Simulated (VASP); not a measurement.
Set up this calculation in VASP 6.6.1, as the native input.

```yaml
Task: single point
Functional: r2SCAN
Potentials_or_basis: VASP PAW PBE potentials, release 64 (Al, N)
Cutoff: 520 eV
k_mesh: 10 × 10 × 10
Occupations: fermi-dirac, width 0.05 eV
Spin: no spin polarisation
Dipole_correction: no
Further_INCAR_settings: ALGO = Normal; EDIFF = 1e-07; NBANDS = 11
```

Crystal: AlN.

```
Al N
1.0
     0.00000    2.21273    2.21273
     2.21273    0.00000    2.21273
     2.21273    2.21273    0.00000
Al N
1 1
Cartesian
  0.0000 0.0000 0.0000
  1.1064 1.1064 1.1064
```

One way to write it, as run:

POSCAR

```
AlN
1.0
    0.0000000000      2.2127336128      2.2127336128
    2.2127336128      0.0000000000      2.2127336128
    2.2127336128      2.2127336128      0.0000000000
Al N
1 1
Direct
    0.0000000000      0.0000000000      0.0000000000
    0.2500000000      0.2500000000      0.2500000000
```

INCAR.step1

```
SYSTEM = AlN
ALGO = Normal
EDIFF = 1E-4
ENCUT = 520
GGA = PE
ISMEAR = -1
LASPH = .TRUE.
LCHARG = .FALSE.
LREAL = .FALSE.
LWAVE = .TRUE.
NBANDS = 11
NELM = 80
PREC = Accurate
SIGMA = 0.05
```

INCAR.step2

```
SYSTEM = AlN
ALGO = Normal
EDIFF = 1E-7
ENCUT = 520
ISIF = 2
ISMEAR = -1
ISTART = 1
LASPH = .TRUE.
LCHARG = .TRUE.
LELF = .TRUE.
LMIXTAU = .TRUE.
LREAL = .FALSE.
LVHAR = .TRUE.
LWAVE = .FALSE.
METAGGA = R2SCAN
NBANDS = 11
NELM = 80
PREC = Accurate
SIGMA = 0.05
```

KPOINTS

```
k-points
0
G
  10 10 10
  0 0 0
```

Potentials or basis: VASP PAW PBE potentials, release 64 (Al, N).

Command:

```bash
$ cat potpaw_PBE.64/Al/POTCAR potpaw_PBE.64/N/POTCAR > POTCAR
$ cp INCAR.step1 INCAR
$ mpirun -np 1 vasp_std > vasp.out
$ cp INCAR.step2 INCAR
$ mpirun -np 1 vasp_std > vasp.out
```

Results of the run:

```yaml
Pressure: -7.8 GPa
Band_gap_on_the_k_mesh: 3.90 eV (least direct gap 4.53 eV)
```

Caveat: the cell stands under tension; the PAW data sets were made with another functional, which shifts forces and pressure a little.

Run time: 37 s on 1 thread of Intel(R) Xeon(R) Platinum 8488C (Sapphire Rapids) (shared host), peak memory 0.14 GiB.
